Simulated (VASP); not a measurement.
# In4P (Im-3m) in VASP: density of states with PBE

Aim: the density of states of In4P with PBE.

All numbers are computed with VASP 6.6.1; they aren't measurements. Logs are shortened: lines on timing, memory, paths and dates and some standing lists are left out, and cuts for length are marked.

**1. The cell of the first run**

The structure is cubic, space group Im-3m (No. 229). Conventional cell: a = 6.598 Å, b = 6.598 Å, c = 6.598 Å, α = 90.00°, β = 90.00°, γ = 90.00°. Within 3.8 Å of In (site symmetry -3m) lie 2 P at 2.86 Å and 6 In at 3.30 Å. Within 3.8 Å of P (site symmetry m-3m) lie 8 In at 2.86 Å.

**2. Density of states, PBE**

File POSCAR:

```
In4P
1.0
   -3.2989967852      3.2989967852      3.2989967852
    3.2989967852     -3.2989967852      3.2989967852
    3.2989967852      3.2989967852     -3.2989967852
In P
4 1
Direct
    0.0000000000      0.0000000000      0.5000000000
    0.5000000000      0.0000000000      0.0000000000
    0.0000000000      0.5000000000      0.0000000000
    0.5000000000      0.5000000000      0.5000000000
    0.0000000000      0.0000000000      0.0000000000
```

File INCAR.step1:

```
SYSTEM = In4P
ALGO = Normal
EDIFF = 1E-6
ENCUT = 520
GGA = PE
ISIF = 2
ISMEAR = 0
LASPH = .TRUE.
LCHARG = .TRUE.
LREAL = .FALSE.
LWAVE = .FALSE.
NBANDS = 36
NELM = 60
PREC = Accurate
SIGMA = 0.1
```

File KPOINTS.step1:

```
k-points
0
G
  8 8 8
  0 0 0
```

File INCAR.step2:

```
SYSTEM = In4P
ALGO = Normal
EDIFF = 1E-6
ENCUT = 520
GGA = PE
ICHARG = 11
ISIF = 2
ISMEAR = -5
LASPH = .TRUE.
LCHARG = .FALSE.
LORBIT = 11
LREAL = .FALSE.
LWAVE = .FALSE.
NBANDS = 36
NEDOS = 1001
NELM = 60
PREC = Accurate
SIGMA = 0.1
```

File KPOINTS.step2:

```
k-points
0
G
  12 12 12
  0 0 0
```

Potentials or basis: VASP PAW PBE potentials, release 64 (In_d, P).

Started as:

```sh
> cat potpaw_PBE.64/In_d/POTCAR potpaw_PBE.64/P/POTCAR > POTCAR
> cp INCAR.step1 INCAR
> cp KPOINTS.step1 KPOINTS
> mpirun -np 1 vasp_std > vasp.out
> cp INCAR.step2 INCAR
> cp KPOINTS.step2 KPOINTS
> mpirun -np 1 vasp_std > vasp.out
```

OUTCAR:

```text
SYSTEM = In4P
   EDIFF = 1E-6
   ENCUT = 520
   GGA = PE
   ICHARG = 11
   ISIF = 2
   ISMEAR = -5
   LASPH = .TRUE.
   LORBIT = 11
   LREAL = .FALSE.
   NELM = 60
   PREC = Accurate

 ion  position               nearest neighbor table
   1  0.000  0.000  0.500-   5 2.86   5 2.86   4 3.30   2 3.30   3 3.30   3 3.30   2 3.30   4 3.30

   2  0.500  0.000  0.000-   5 2.86   5 2.86   4 3.30   1 3.30   4 3.30   3 3.30   1 3.30   3 3.30

   3  0.000  0.500  0.000-   5 2.86   5 2.86   4 3.30   1 3.30   2 3.30   1 3.30   4 3.30   2 3.30

   4  0.500  0.500  0.500-   5 2.86   5 2.86   3 3.30   1 3.30   2 3.30   3 3.30   1 3.30   2 3.30

   5  0.000  0.000  0.000-   1 2.86   2 2.86   3 2.86   4 2.86   1 2.86   3 2.86   2 2.86   4 2.86

  LATTYP: Found a body centered cubic cell.
 ALAT       =     6.5979935704

  Lattice vectors:

 A1 = (  -3.2989967852,   3.2989967852,   3.2989967852)
 A2 = (   3.2989967852,  -3.2989967852,   3.2989967852)
 A3 = (   3.2989967852,   3.2989967852,  -3.2989967852)

Analysis of symmetry for initial positions (statically):
=====================================================================
 Subroutine PRICEL returns:
 Original cell was already a primitive cell.

 Routine SETGRP: Setting up the symmetry group for a
 body centered cubic supercell.

 Subroutine GETGRP returns: Found 48 space group operations
 (whereof 48 operations were pure point group operations)
 out of a pool of 48 trial point group operations.

The static configuration has the point symmetry O_h .

Analysis of symmetry for dynamics (positions and initial velocities):
=====================================================================
 Subroutine PRICEL returns:
 Original cell was already a primitive cell.

 Routine SETGRP: Setting up the symmetry group for a
 body centered cubic supercell.

 Subroutine GETGRP returns: Found 48 space group operations
 (whereof 48 operations were pure point group operations)
 out of a pool of 48 trial point group operations.

The dynamic configuration has the point symmetry O_h .

 Subroutine INISYM returns: Found 48 space group operations
 (whereof 48 operations are pure point group operations),
 and found     1 'primitive' translations

----------------------------------------------------------------------------------------

                                     Primitive cell

  volume of cell :     143.6169

  direct lattice vectors                    reciprocal lattice vectors
    -3.298996785  3.298996785  3.298996785     0.000000000  0.151561227  0.151561227
     3.298996785 -3.298996785  3.298996785     0.151561227  0.000000000  0.151561227
     3.298996785  3.298996785 -3.298996785     0.151561227  0.151561227  0.000000000

  length of vectors
     5.714030046  5.714030046  5.714030046     0.214339942  0.214339942  0.214339942

  position of ions in fractional coordinates (direct lattice)
     0.000000000  0.000000000  0.500000000
     0.500000000  0.000000000  0.000000000
     0.000000000  0.500000000  0.000000000
     0.500000000  0.500000000  0.500000000
     0.000000000  0.000000000  0.000000000

  ion indices of the primitive-cell ions
   primitive index   ion index
                 1           1
                 2           2
                 3           3
                 4           4
                 5           5

----------------------------------------------------------------------------------------

 KPOINTS: k-points

Automatic generation of k-mesh.
 Grid dimensions read from file:
 generate k-points for:   12   12   12

 Generating k-lattice:

  Cartesian coordinates                     Fractional coordinates (reciprocal lattice)
     0.000000000  0.012630102  0.012630102     0.083333333  0.000000000  0.000000000
     0.012630102  0.000000000  0.012630102     0.000000000  0.083333333  0.000000000
     0.012630102  0.012630102  0.000000000     0.000000000  0.000000000  0.083333333

  Length of vectors
     0.017861662  0.017861662  0.017861662

  Shift w.r.t. Gamma in fractional coordinates (k-lattice)
     0.000000000  0.000000000  0.000000000

 TETIRR: Found   1910 inequivalent tetrahedra from    10368

 Subroutine IBZKPT returns following result:
 ===========================================

 Found     72 irreducible k-points:

 Following reciprocal coordinates:
            Coordinates               Weight
  0.000000  0.000000  0.000000      1.000000
  0.083333  0.000000  0.000000     12.000000
  0.166667  0.000000  0.000000     12.000000
  0.250000  0.000000  0.000000     12.000000
  0.333333  0.000000  0.000000     12.000000
  0.416667  0.000000  0.000000     12.000000
[... 16 lines left out ...]
  0.333333  0.083333  0.083333     24.000000
  0.416667  0.083333  0.083333     12.000000
 [... further k-points ...]
   k-points           NKPTS =     72   k-points in BZ     NKDIM =     72   number of bands    NBANDS=     36
   number of dos      NEDOS =   1001   number of ions     NIONS =      5
   total plane-waves  NPLWV =  74088
   dimension x,y,z NGX =    42 NGY =   42 NGZ =   42
   dimension x,y,z NGXF=    84 NGYF=   84 NGZF=   84
   ions per type =               4   1
   NGX,Y,Z   is equivalent  to a cutoff of  12.22, 12.22, 12.22 a.u.
   NGXF,Y,Z  is equivalent  to a cutoff of  24.44, 24.44, 24.44 a.u.
 SYSTEM =  In4P
   PREC   = accura    normal or accurate (medium, high low for compatibility)
   ISTART =      0    job   : 0-new  1-cont  2-samecut
   ICHARG =     11    charge: 1-file 2-atom 10-const
   ISPIN  =      1    spin polarized calculation?
   LNONCOLLINEAR =      F non collinear calculations
   LSORBIT =      F    spin-orbit coupling
   LASPH  =      T    aspherical Exc in radial PAW
   ENCUT  =  520.0 eV  38.22 Ry    6.18 a.u.  10.62 10.62 10.62*2*pi/ulx,y,z
   NELM   =     60;   NELMIN=  2; NELMDL=  0     # of ELM steps
   EDIFF  = 0.1E-05   stopping-criterion for ELM
   LREAL  =      F    real-space projection
   EDIFFG = 0.1E-04   stopping-criterion for IOM
   NSW    =      0    number of steps for IOM
   IBRION =     -1    ionic relax: 0-MD 1-quasi-New 2-CG
   NFREE  =      0    steps in history (QN), initial steepest desc. (CG)
   ISIF   =      2    stress and relaxation
   ISYM   =      2    0-nonsym 1-usesym 2-fastsym
   POTIM  = 0.5000    time-step for ionic-motion
   TEBEG  =    0.0;   TEEND  =   0.0 temperature during run
   PSTRESS=    0.0 pullay stress
   NELECT =      57.0000    total number of electrons
   NUPDOWN=      -1.0000    fix difference up-down
   EMIN   =  10.00;   EMAX   =-10.00  energy-range for DOS
   EFERMI =   0.00;   METHOD = LEGACY
   ISMEAR =    -5;   SIGMA  =   0.10  broadening in eV -4-tet -1-fermi 0-gaus
   EFERMI_NEDOS =   21; number of points for ismear=-14 and -15
   IALGO  =     38    algorithm
   IMIX   =      4    mixing-type and parameters
     AMIX     =   0.40;   BMIX     =  1.00
     AMIX_MAG =   1.60;   BMIX_MAG =  1.00
  volume/ion in A,a.u.               =      28.72       193.83
  Fermi-wavevector in a.u.,A,eV,Ry     =   1.203089  2.273509 19.693400  1.447424
  Thomas-Fermi vector in A             =   2.338853
   LORBIT       =     11    0 simple, 1 ext, 2 COOP (PROOUT), +10 PAW based schemes
   GGA     = PE    functional components
   LHFCALC =     F    Hartree Fock is set to
   AEXX    =    0.0000 exact exchange contribution
   IVDW    =     0    specifies the selected vdW correction
   LEPSILON=     F    determine dielectric tensor
   LRPA    =     F    only Hartree local field effects (RPA)
 non-spin polarized calculation
 Fermi weights with tetrahedron method with Bloechl corrections
  energy-cutoff  :      520.00
  volume of cell :      143.62
 maximum number of plane-waves:      3925

 number of electron      57.0000029 magnetization

 Free energy of the ion-electron system (eV)
  ---------------------------------------------------
  ext. energy  EPLUGINS =         0.00000000
  ---------------------------------------------------
  free energy    TOTEN  =       -14.49435795 eV

  energy without entropy =      -14.49435795  energy(sigma->0) =      -14.49435795

 E-fermi :   5.7320     XC(G=0):  -9.4016

 val. band max:        5.7843181679   @ k =   0.2500   0.0833   0.0833
 cond. band min:       5.6783472373   @ k =   0.0833   0.0833   0.0000
 fundamental gap:     -0.1059709305
 Fermi energy:         5.7320189165

 k-point     1 :       0.0000    0.0000    0.0000
  band No.  band energies     occupation
      1      -9.1417      2.00000
      2      -9.0201      2.00000
      3      -9.0201      2.00000
      4      -8.8954      2.00000
      5      -8.8954      2.00000
      6      -8.8585      2.00000
[... 28 lines left out ...]
     35       9.6583      0.00000
     36       9.6583      0.00000

 k-point     2 :       0.0833    0.0000    0.0000
  band No.  band energies     occupation
      1      -9.1320      2.00000
      2      -9.0170      2.00000
      3      -9.0124      2.00000
      4      -8.8924      2.00000
      5      -8.8909      2.00000
      6      -8.8610      2.00000
[... 28 lines left out ...]
     35       9.4526      0.00000
     36       9.6880      0.00000

 k-point     3 :       0.1667    0.0000    0.0000
  band No.  band energies     occupation
      1      -9.1044      2.00000
      2      -9.0078      2.00000
      3      -8.9895      2.00000
      4      -8.8836      2.00000
      5      -8.8781      2.00000
      6      -8.8680      2.00000
[... 28 lines left out ...]
     35       9.7225      0.00000
     36       9.7525      0.00000
[... 742 lines left out ...]
 k-point    23 :       0.3333    0.0833    0.0833
  band No.  band energies     occupation
      1      -8.9538      2.00000
      2      -8.9329      2.00000
      3      -8.8922      2.00000
      4      -8.8454      2.00000
      5      -8.8200      2.00000
      6      -8.8176      2.00000
[... 28 lines left out ...]
     35       9.8509      0.00000
     36      10.7904      0.00000

 k-point    24 :       0.4167    0.0833    0.0833
  band No.  band energies     occupation
      1      -8.9293      2.00000
      2      -8.9141      2.00000
      3      -8.9109      2.00000
      4      -8.8339      2.00000
      5      -8.8079      2.00000
      6      -8.8013      2.00000
[... 28 lines left out ...]
     35       9.1603      0.00000
     36       9.9159      0.00000

 [... further k-points ...]

------------------------ aborting loop because EDIFF is reached ----------------------------------------

  FORCE on cell =-STRESS in cart. coord.  units (eV):
  Direction    XX          YY          ZZ          XY          YZ          ZX
  --------------------------------------------------------------------------------------
  -------------------------------------------------------------------------------------
  Total       -0.9573474     -0.9573474     -0.9573474     -0.0000000      0.0000000     -0.0000000
  in kB      -10.6800791    -10.6800791    -10.6800791     -0.0000000      0.0000000     -0.0000000
  external PRESSURE =     -10.6800791 kB  Pullay stress =       0.0000000 kB

 VOLUME and BASIS-vectors are now :
 -----------------------------------------------------------------------------
  energy-cutoff  :      520.00
  volume of cell :      143.62
      direct lattice vectors                 reciprocal lattice vectors
    -3.298996785  3.298996785  3.298996785     0.000000000  0.151561227  0.151561227
     3.298996785 -3.298996785  3.298996785     0.151561227  0.000000000  0.151561227
     3.298996785  3.298996785 -3.298996785     0.151561227  0.151561227  0.000000000

 POSITION                                       TOTAL-FORCE (eV/Angst)
 -----------------------------------------------------------------------------------
      1.64950      1.64950     -1.64950        -0.000000     -0.000000      0.000000
     -1.64950      1.64950      1.64950         0.000000     -0.000000     -0.000000
      1.64950     -1.64950      1.64950         0.000000      0.000000     -0.000000
      1.64950      1.64950      1.64950        -0.000000     -0.000000      0.000000
      0.00000      0.00000      0.00000         0.000000      0.000000      0.000000
 -----------------------------------------------------------------------------------
    total drift:                               -0.000000     -0.000000      0.000000

  FREE ENERGIE OF THE ION-ELECTRON SYSTEM (eV)
  ---------------------------------------------------
  free  energy   TOTEN  =       -14.4943579536 eV

  energy  without entropy=      -14.4943579536  energy(sigma->0) =      -14.49435795

 total charge

# of ion       s       p       d       tot
------------------------------------------
    1        0.985   0.474   9.852  11.312
    2        0.985   0.474   9.852  11.312
    3        0.985   0.474   9.852  11.312
    4        0.985   0.474   9.852  11.312
    5        1.124   1.274   0.000   2.398
--------------------------------------------------
tot          5.065   3.171  39.408  47.644
```

Wall time 6.3 min (1 thread of Intel Xeon 6975P-C, shared host); peak memory 0.44 GiB.

Results:

- Valence electrons inside the program's atomic spheres: In 11.31; P 2.40

Caveat: spin-orbit coupling is left out, which moves the levels of the heavy elements; tetrahedron occupations give inexact forces and stress in metals.
